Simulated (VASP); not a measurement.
# MnS (Fm-3m) in VASP: further runs

Aim: see how the results for MnS move with the level of theory and the settings. Levels: PBEsol+U, revPBE+U. Tasks: single point, density of states.

Program: VASP 6.6.1. These are calculated values, not measurements. Logs are shortened: lines on timing, memory, paths and dates and some standing lists are left out, and cuts for length are marked.

### 1 The cell of the first run

The structure is cubic, space group Fm-3m (No. 225). Conventional cell: a = 5.209 Å, b = 5.209 Å, c = 5.209 Å, α = 90.00°, β = 90.00°, γ = 90.00°. Within 3.4 Å of Mn (site symmetry m-3m) lie 6 S at 2.60 Å. S (site symmetry m-3m) has 6 Mn at 2.60 Å within 3.4 Å.

### 2 Single point, PBEsol+U, collinear spin, ferromagnetic start

Input file INCAR:

```
SYSTEM = MnS
PREC = Accurate
ENCUT = 520
EDIFF = 1E-7
ISMEAR = -1
SIGMA = 0.05
LREAL = .FALSE.
LASPH = .TRUE.
NELM = 150
ALGO = Normal
ISIF = 2
LWAVE = .FALSE.
LCHARG = .TRUE.
ISPIN = 2
MAGMOM = 4 0
LORBIT = 11
LMAXMIX = 4
LDAU = .TRUE.
LDAUTYPE = 2
LDAUL = 2 -1
LDAUU = 2 0
LDAUJ = 0 0
LDAUPRINT = 1
GGA = PS
LELF = .TRUE.
LVHAR = .TRUE.
NBANDS = 20
```

Input file KPOINTS:

```
Automatic mesh
0
G
  9 9 9
  0 0 0
```

Input file POSCAR:

```
MnS
1.0
    0.0000000000      2.6045000000      2.6045000000
    2.6045000000      0.0000000000      2.6045000000
    2.6045000000      2.6045000000      0.0000000000
Mn S
1 1
Direct
    0.0000000000      0.0000000000      0.0000000000
    0.5000000000      0.5000000000      0.5000000000
```

Potentials or basis: VASP PAW PBE potentials, release 64 (Mn_pv, S).

Command:

```sh
$ cat potpaw_PBE.64/Mn_pv/POTCAR potpaw_PBE.64/S/POTCAR > POTCAR
$ mpirun -np 1 vasp_std > vasp.out
```

OUTCAR:

```text
SYSTEM = MnS
   PREC = Accurate
   ENCUT = 520
   EDIFF = 1E-7
   ISMEAR = -1
   LREAL = .FALSE.
   LASPH = .TRUE.
   NELM = 150
   ISIF = 2
   ISPIN = 2
   LORBIT = 11
   GGA = PS

 ion  position               nearest neighbor table
   1  0.000  0.000  0.000-   2 2.60   2 2.60   2 2.60   2 2.60   2 2.60   2 2.60
   2  0.500  0.500  0.500-   1 2.60   1 2.60   1 2.60   1 2.60   1 2.60   1 2.60

  LATTYP: Found a face centered cubic cell.
 ALAT       =     5.2090000000

  Lattice vectors:

 A1 = (   0.0000000000,   2.6045000000,   2.6045000000)
 A2 = (   2.6045000000,   0.0000000000,   2.6045000000)
 A3 = (   2.6045000000,   2.6045000000,   0.0000000000)

Analysis of symmetry for initial positions (statically):
=====================================================================
 Subroutine PRICEL returns:
 Original cell was already a primitive cell.

 Routine SETGRP: Setting up the symmetry group for a
 face centered cubic supercell.

 Subroutine GETGRP returns: Found 48 space group operations
 (whereof 48 operations were pure point group operations)
 out of a pool of 48 trial point group operations.

The static configuration has the point symmetry O_h .

Analysis of symmetry for dynamics (positions and initial velocities):
=====================================================================
 Subroutine PRICEL returns:
 Original cell was already a primitive cell.

 Routine SETGRP: Setting up the symmetry group for a
 face centered cubic supercell.

 Subroutine GETGRP returns: Found 48 space group operations
 (whereof 48 operations were pure point group operations)
 out of a pool of 48 trial point group operations.

The dynamic configuration has the point symmetry O_h .

Analysis of structural, dynamic, and magnetic symmetry:
=====================================================================
 Subroutine PRICEL returns:
 Original cell was already a primitive cell.

 Routine SETGRP: Setting up the symmetry group for a
 face centered cubic supercell.

 Subroutine GETGRP returns: Found 48 space group operations
 (whereof 48 operations were pure point group operations)
 out of a pool of 48 trial point group operations.

The overall configuration has the point symmetry O_h .

 Subroutine INISYM returns: Found 48 space group operations
 (whereof 48 operations are pure point group operations),
 and found     1 'primitive' translations

----------------------------------------------------------------------------------------

                                     Primitive cell

  volume of cell :      35.3348

  direct lattice vectors                    reciprocal lattice vectors
     0.000000000  2.604500000  2.604500000    -0.191975427  0.191975427  0.191975427
     2.604500000  0.000000000  2.604500000     0.191975427 -0.191975427  0.191975427
     2.604500000  2.604500000  0.000000000     0.191975427  0.191975427 -0.191975427

  length of vectors
     3.683319223  3.683319223  3.683319223     0.332511194  0.332511194  0.332511194

  position of ions in fractional coordinates (direct lattice)
[... 8 lines left out ...]
----------------------------------------------------------------------------------------

 KPOINTS: Automatic mesh

Automatic generation of k-mesh.
 Grid dimensions read from file:
 generate k-points for:    9    9    9

 Generating k-lattice:

  Cartesian coordinates                     Fractional coordinates (reciprocal lattice)
    -0.021330603  0.021330603  0.021330603     0.111111111  0.000000000  0.000000000
     0.021330603 -0.021330603  0.021330603     0.000000000  0.111111111  0.000000000
[... 58 lines left out ...]
   EDIFF  = 0.1E-06   stopping-criterion for ELM
   LREAL  =      F    real-space projection
   EDIFFG = 0.1E-05   stopping-criterion for IOM
   NSW    =      0    number of steps for IOM
   IBRION =     -1    ionic relax: 0-MD 1-quasi-New 2-CG
   NFREE  =      0    steps in history (QN), initial steepest desc. (CG)
   ISIF   =      2    stress and relaxation
   ISYM   =      2    0-nonsym 1-usesym 2-fastsym
   POTIM  = 0.5000    time-step for ionic-motion
   TEBEG  =    0.0;   TEEND  =   0.0 temperature during run
   PSTRESS=    0.0 pullay stress
   NELECT =      19.0000    total number of electrons
   NUPDOWN=      -1.0000    fix difference up-down
   EMIN   =  10.00;   EMAX   =-10.00  energy-range for DOS
   EFERMI =   0.00;   METHOD = LEGACY
   ISMEAR =    -1;   SIGMA  =   0.05  broadening in eV -4-tet -1-fermi 0-gaus
   EFERMI_NEDOS =   21; number of points for ismear=-14 and -15
   IALGO  =     38    algorithm
   IMIX   =      4    mixing-type and parameters
     AMIX     =   0.40;   BMIX     =  1.00
     AMIX_MAG =   1.60;   BMIX_MAG =  1.00
  volume/ion in A,a.u.               =      17.67       119.23
  Fermi-wavevector in a.u.,A,eV,Ry     =   1.331246  2.515690 24.112464  1.772216
  Thomas-Fermi vector in A             =   2.460272
   LORBIT       =     11    0 simple, 1 ext, 2 COOP (PROOUT), +10 PAW based schemes
 LDA+U is selected, type is set to LDAUTYPE =  2
   angular momentum for each species LDAUL =     2   -1
   U (eV)           for each species LDAUU =   2.0  0.0
   J (eV)           for each species LDAUJ =   0.0  0.0
   GGA     = PS    functional components
   LHFCALC =     F    Hartree Fock is set to
   AEXX    =    0.0000 exact exchange contribution
   IVDW    =     0    specifies the selected vdW correction
   LEPSILON=     F    determine dielectric tensor
   LRPA    =     F    only Hartree local field effects (RPA)
 spin polarized calculation
  energy-cutoff  :      520.00
  volume of cell :       35.33
 maximum number of plane-waves:       963
   NGX = 13   NGY = 13   NGZ = 13

atom =   1  type =  1  l = 2

 onsite density matrix

spin component  1

  0.9247 -0.0000 -0.0000 -0.0000  0.0000
 -0.0000  0.9247  0.0000  0.0000 -0.0000
 -0.0000  0.0000  0.9436  0.0000  0.0000
 -0.0000  0.0000  0.0000  0.9247  0.0000
  0.0000 -0.0000  0.0000  0.0000  0.9436

spin component  2

  0.0231  0.0000  0.0000 -0.0000  0.0000
  0.0000  0.0231  0.0000  0.0000  0.0000
  0.0000  0.0000  0.0938  0.0000  0.0000
 -0.0000  0.0000  0.0000  0.0231  0.0000
  0.0000  0.0000  0.0000  0.0000  0.0938

 occupancies and eigenvectors

  o =  0.0231  v =  0.0000  0.0000  0.0000  0.0000  0.0000  0.0000 -0.0204 -0.0000  0.9998 -0.0000      0.0000  0.0000  0.0000  0.0000  0.0000  0.0000  0.0000  0.0000  0.0000  0.0000
  o =  0.0231  v =  0.0000  0.0000  0.0000  0.0000  0.0000  0.0000 -0.9998  0.0000 -0.0204  0.0000      0.0000  0.0000  0.0000  0.0000  0.0000  0.0000  0.0000  0.0000  0.0000  0.0000
  o =  0.0231  v =  0.0000  0.0000  0.0000  0.0000  0.0000  1.0000  0.0000  0.0000  0.0000  0.0000      0.0000  0.0000  0.0000  0.0000  0.0000  0.0000  0.0000  0.0000  0.0000  0.0000
  o =  0.0938  v =  0.0000  0.0000  0.0000  0.0000  0.0000  0.0000  0.0000 -1.0000 -0.0000 -0.0023      0.0000  0.0000  0.0000  0.0000  0.0000  0.0000  0.0000  0.0000  0.0000  0.0000
  o =  0.0938  v =  0.0000  0.0000  0.0000  0.0000  0.0000  0.0000  0.0000 -0.0023  0.0000  1.0000      0.0000  0.0000  0.0000  0.0000  0.0000  0.0000  0.0000  0.0000  0.0000  0.0000
  o =  0.9247  v =  0.0000 -0.9694  0.0000  0.2457 -0.0000  0.0000  0.0000  0.0000  0.0000  0.0000      0.0000  0.0000  0.0000  0.0000  0.0000  0.0000  0.0000  0.0000  0.0000  0.0000
  o =  0.9247  v =  1.0000  0.0000  0.0000  0.0000  0.0000  0.0000  0.0000  0.0000  0.0000  0.0000      0.0000  0.0000  0.0000  0.0000  0.0000  0.0000  0.0000  0.0000  0.0000  0.0000
  o =  0.9247  v =  0.0000  0.2457 -0.0000  0.9694 -0.0000  0.0000  0.0000  0.0000  0.0000  0.0000      0.0000  0.0000  0.0000  0.0000  0.0000  0.0000  0.0000  0.0000  0.0000  0.0000
  o =  0.9436  v =  0.0000 -0.0000 -0.9997 -0.0000  0.0224  0.0000  0.0000  0.0000  0.0000  0.0000      0.0000  0.0000  0.0000  0.0000  0.0000  0.0000  0.0000  0.0000  0.0000  0.0000
  o =  0.9436  v =  0.0000 -0.0000  0.0224  0.0000  0.9997  0.0000  0.0000  0.0000  0.0000  0.0000      0.0000  0.0000  0.0000  0.0000  0.0000  0.0000  0.0000  0.0000  0.0000  0.0000

 number of electron      18.9999989 magnetization       4.9605029

 Free energy of the ion-electron system (eV)
  ---------------------------------------------------
  ext. energy  EPLUGINS =         0.00000000
  ---------------------------------------------------
  free energy    TOTEN  =       -14.20647011 eV

  energy without entropy =      -14.20319536  energy(sigma->0) =      -14.20483274

 E-fermi :   6.6020     XC(G=0): -10.7874

 val. band max:        6.5831806140   @ k =   0.3333   0.3333   0.0000
 cond. band min:       6.6381250224   @ k =  -0.4444   0.4444   0.0000
 fundamental gap:      0.0549444084
 Fermi energy:         6.6019833359

 spin component 1

 k-point     1 :       0.0000    0.0000    0.0000
  band No.  band energies     occupation
      1     -44.1444      1.00000
      2     -44.1444      1.00000
      3     -44.1444      1.00000
      4      -7.9280      1.00000
      5       2.2721      1.00000
      6       2.2721      1.00000
[... 1097 lines left out ...]
     19      21.7531      0.00000
     20      21.7531      0.00000

 [... further k-points ...]

------------------------ aborting loop because EDIFF is reached ----------------------------------------

  FORCE on cell =-STRESS in cart. coord.  units (eV):
  Direction    XX          YY          ZZ          XY          YZ          ZX
  --------------------------------------------------------------------------------------
  -------------------------------------------------------------------------------------
  Total       -0.3927550     -0.3927550     -0.3927550     -0.0000000      0.0000000      0.0000000
  in kB      -17.8085787    -17.8085787    -17.8085787     -0.0000000      0.0000000      0.0000000
  external PRESSURE =     -17.8085787 kB  Pullay stress =       0.0000000 kB

 VOLUME and BASIS-vectors are now :
 -----------------------------------------------------------------------------
  energy-cutoff  :      520.00
  volume of cell :       35.33
      direct lattice vectors                 reciprocal lattice vectors
     0.000000000  2.604500000  2.604500000    -0.191975427  0.191975427  0.191975427
     2.604500000  0.000000000  2.604500000     0.191975427 -0.191975427  0.191975427
     2.604500000  2.604500000  0.000000000     0.191975427  0.191975427 -0.191975427

 POSITION                                       TOTAL-FORCE (eV/Angst)
 -----------------------------------------------------------------------------------
      0.00000      0.00000      0.00000         0.000000      0.000000      0.000000
      2.60450      2.60450      2.60450         0.000000      0.000000     -0.000000
 -----------------------------------------------------------------------------------
    total drift:                               -0.000000      0.000000      0.000000

  FREE ENERGIE OF THE ION-ELECTRON SYSTEM (eV)
  ---------------------------------------------------
  free  energy   TOTEN  =       -14.2064701090 eV

  energy  without entropy=      -14.2031953646  energy(sigma->0) =      -14.20483274

 total charge

# of ion       s       p       d       tot
------------------------------------------
    1        0.221   6.172   4.900  11.293
    2        1.317   2.415   0.000   3.732
--------------------------------------------------
tot          1.539   8.587   4.900  15.025

 magnetization (x)

# of ion       s       p       d       tot
------------------------------------------
    1        0.049   0.040   4.395   4.484
    2        0.023   0.087   0.000   0.110
--------------------------------------------------
tot          0.073   0.127   4.395   4.594
```

It took 26 s on 1 thread of Intel Xeon Platinum 8559C (Emerald Rapids), shared host; peak memory 0.19 GiB.

What came out:

* Free energy: -14.2065 eV
* Pressure: -1.8 GPa
* Band gap on the k mesh: zero (filled and empty bands overlap)
* Net moment: 4.96 μB per cell
* Site moments: Mn +4.48; S +0.11 μB
* Valence electrons inside the program's atomic spheres: Mn 11.29; S 3.73

Levels at points of the mesh, in eV from the Fermi level:
Spin up:
```tsv
k point	band 8	band 9	band 10	band 11	band 12	band 13	band 14	band 15	band 16	band 17
(0.00, 0.00, 0.00)	-4.28	-4.28	-1.79	-1.79	-1.79	1.59	8.33	8.33	8.33	10.32
```
Spin down:
```tsv
k point	band 3	band 4	band 5	band 6	band 7	band 8	band 9	band 10	band 11	band 12
(0.00, 0.00, 0.00)	-46.02	-14.18	-1.53	-1.53	-1.53	1.01	1.01	1.01	1.04	1.04
```

Eigenvalues of the final occupation matrices:
| site | spin | trace | eigenvalues |
| --- | --- | --- | --- |
| site 1 d | 1 | 4.66 | 0.92 0.92 0.92 0.94 0.94 |
| site 1 d | 2 | 0.26 | 0.02 0.02 0.02 0.09 0.09 |

Caveat: the PAW data sets were made with another functional, which shifts forces and pressure a little; a cell with one magnetic atom can't hold antiferromagnetic order, which such compounds often take.

### 3 Single point, PBEsol+U, collinear spin, ferromagnetic start

Input file INCAR:

```
SYSTEM = MnS
PREC = Accurate ; ENCUT = 520
EDIFF = 1E-6 ; ISMEAR = -1
SIGMA = 0.05 ; LREAL = .FALSE.
LASPH = .TRUE. ; NELM = 150
ALGO = Normal ; ISIF = 2
LWAVE = .FALSE. ; LCHARG = .FALSE.
ISPIN = 2 ; MAGMOM = 4 0
LORBIT = 11 ; LMAXMIX = 4
LDAU = .TRUE. ; LDAUTYPE = 2
LDAUL = 2 -1 ; LDAUU = 8 0
LDAUJ = 0 0 ; LDAUPRINT = 1
GGA = PS ; NBANDS = 20
```

Input file KPOINTS:

```
regular mesh
0
G
  9 9 9
  0 0 0
```

POSCAR is that of step 2.

Potentials or basis: VASP PAW PBE potentials, release 64 (Mn_pv, S).

Command:

```sh
$ cat potpaw_PBE.64/Mn_pv/POTCAR potpaw_PBE.64/S/POTCAR > POTCAR
$ mpirun -np 1 vasp_std > vasp.out
```

It took 22 s on 1 thread of Intel Xeon Platinum 8559C (Emerald Rapids), shared host; peak memory 0.19 GiB.

It converged, with:

```yaml
Free_energy: -12.9041 eV
Pressure: 3.2 GPa
Band_gap_on_the_k_mesh: 1.49 eV, indirect (least direct gap 3.14 eV)
Net_moment: 5.00 μB per cell
Site_moments: Mn +4.71; S +0.03 μB
Valence_electrons_inside_the_program's_atomic_spheres: Mn 11.29; S 3.77
```

Levels at points of the mesh, in eV from the valence-band top:
Spin up:
| k point | band 10 | band 11 | band 12 | band 13 | band 14 | band 15 |
| --- | --- | --- | --- | --- | --- | --- |
| (0.00, 0.00, 0.00) | -0.94 | -0.94 | -0.94 | 2.35 | 8.57 | 8.57 |
Spin down:
```tsv
k point	band 5	band 6	band 7	band 8	band 9	band 10
(0.00, 0.00, 0.00)	-0.78	-0.78	-0.78	3.39	3.74	3.74
```

Eigenvalues of the final occupation matrices:
```tsv
site	spin	trace	eigenvalues
site 1 d	1	4.77	0.95 0.95 0.95 0.97 0.97
site 1 d	2	0.13	0.01 0.01 0.01 0.05 0.05
```

Caveat: the PAW data sets were made with another functional, which shifts forces and pressure a little; a cell with one magnetic atom can't hold antiferromagnetic order, which such compounds often take.

### 4 Density of states, PBEsol+U, collinear spin, ferromagnetic start

POSCAR is that of step 3.

Input file INCAR.step1:

```
SYSTEM = MnS
PREC     = Accurate       ! precision mode
ENCUT    = 520            ! plane-wave cutoff, eV
EDIFF    = 1E-6           ! SCF threshold, eV
ISMEAR   = -1             ! smearing method
SIGMA    = 0.05           ! smearing width, eV
LREAL    = .False.        ! projectors in reciprocal space
LASPH    = .True.         ! aspherical terms in the spheres
NELM     = 150            ! most SCF steps
ALGO     = Normal         ! electronic algorithm
ISIF     = 2              ! what is computed and relaxed
LWAVE    = .False.        ! write WAVECAR
LCHARG   = .True.         ! write CHGCAR
ISPIN    = 2              ! spin polarisation
MAGMOM   = 4 0            ! initial moments
LMAXMIX  = 4              ! l up to which the mixer works
LDAU     = .True.         ! DFT+U
LDAUTYPE = 2            
LDAUL    = 2 -1           ! shell
LDAUU    = 3 0            ! U, eV
LDAUJ    = 0 0          
LDAUPRINT= 1            
GGA      = PS             ! functional
NBANDS   = 20             ! bands
```

Input file KPOINTS.step1:

```
regular mesh
0
Gamma
  9 9 9
  0 0 0
```

Input file INCAR.step2:

```
SYSTEM = MnS
PREC     = Accurate       ! precision mode
ENCUT    = 520            ! plane-wave cutoff, eV
EDIFF    = 1E-6           ! SCF threshold, eV
ISMEAR   = -5             ! smearing method
SIGMA    = 0.05           ! smearing width, eV
LREAL    = .False.        ! projectors in reciprocal space
LASPH    = .True.         ! aspherical terms in the spheres
NELM     = 150            ! most SCF steps
ALGO     = Normal         ! electronic algorithm
ISIF     = 2              ! what is computed and relaxed
LWAVE    = .False.        ! write WAVECAR
LCHARG   = .False.        ! write CHGCAR
ISPIN    = 2              ! spin polarisation
MAGMOM   = 4 0            ! initial moments
LORBIT   = 10             ! projections on sites
LMAXMIX  = 4              ! l up to which the mixer works
LDAU     = .True.         ! DFT+U
LDAUTYPE = 2            
LDAUL    = 2 -1           ! shell
LDAUU    = 3 0            ! U, eV
LDAUJ    = 0 0          
LDAUPRINT= 1            
GGA      = PS             ! functional
NEDOS    = 2001           ! points of the DOS
ICHARG   = 11             ! starting density
```

Input file KPOINTS.step2:

```
regular mesh
0
Gamma
  14 14 14
  0 0 0
```

Command:

```sh
$ cat potpaw_PBE.64/Mn_pv/POTCAR potpaw_PBE.64/S/POTCAR > POTCAR
$ cp INCAR.step1 INCAR
$ cp KPOINTS.step1 KPOINTS
$ mpirun -np 1 vasp_std > vasp.out
$ cp INCAR.step2 INCAR
$ cp KPOINTS.step2 KPOINTS
$ mpirun -np 1 vasp_std > vasp.out
```

Run time: 49 s. Hardware: 1 thread of Intel Xeon Platinum 8559C (Emerald Rapids), shared host; peak memory 0.22 GiB.

Results (log left out):

```yaml
Net_moment: 4.99 μB per cell
Site_moments: Mn +4.54; S +0.10 μB
Valence_electrons_inside_the_program's_atomic_spheres: Mn 11.29; S 3.75
```

Levels at points of the mesh, in eV from the valence-band top:
Spin up:
```
           k point  band 9  band 10  band 11  band 12  band 13  band 14  band 15
(0.00, 0.00, 0.00)   -4.61    -1.62    -1.62    -1.62     1.74     8.39     8.39
(0.50, 0.00, 0.00)   -4.19    -3.61     0.00     0.00     2.79     5.38     5.38
(0.50, 0.50, 0.00)   -4.06    -3.56    -3.29    -3.29     0.80     5.09    10.22
```
Spin down:
```
           k point  band 4  band 5  band 6  band 7  band 8  band 9  band 10  band 11
(0.00, 0.00, 0.00)  -14.02   -1.37   -1.37   -1.37    1.51    1.51     1.51     1.54
(0.50, 0.00, 0.00)  -12.70   -6.17   -2.85   -2.85    2.72    2.72     2.83     3.41
(0.50, 0.50, 0.00)  -12.50   -5.39   -2.94   -2.94    0.09    2.05     2.23     3.02
```

Eigenvalues of the final occupation matrices:
```tsv
site	spin	trace	eigenvalues
site 1 d	1	4.69	0.93 0.93 0.93 0.95 0.95
site 1 d	2	0.22	0.02 0.02 0.02 0.09 0.09
```

Caveat: the PAW data sets were made with another functional, which shifts forces and pressure a little; a cell with one magnetic atom can't hold antiferromagnetic order, which such compounds often take. The state reached can hang on the start; a lower one may exist.

[end of part 1 of 2]
